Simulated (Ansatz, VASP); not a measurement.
## Y3Ti in VASP and in Ansatz

```xyz
4
Lattice="4.8184 0.0000 0.0000 0.0000 4.8184 0.0000 0.0000 0.0000 4.8184" Properties=species:S:1:pos:R:3 pbc="T T T"
Y     0.0000    2.4092    2.4092
Y     2.4092    0.0000    2.4092
Y     2.4092    2.4092    0.0000
Ti    0.0000    0.0000    0.0000
```

Alike in both runs: functional PBE; k mesh 10 × 10 × 10; occupations gaussian, width 0.1 eV; no spin polarisation.

Ansatz relaxed the structure, and its values are those at the end. VASP's run is a single point on that final structure, the one shown.

```csv
,VASP,Ansatz
version,VASP 6.6.1,Ansatz 0.2.0
potentials or method,"VASP PAW PBE potentials, release 64 (Y_sv, Ti_sv), cutoff 520 eV","scalar-relativistic, plane waves, PAW"
valence electrons in the cell,45,45
```

```tsv
	VASP	Ansatz	Ansatz less VASP
gap on the k mesh at the Fermi level (eV)	none	none	-
pressure (GPa)	-0.1	0.0	+0.13
```

A gap of «none» marks a metal or a gap that the smearing closes.
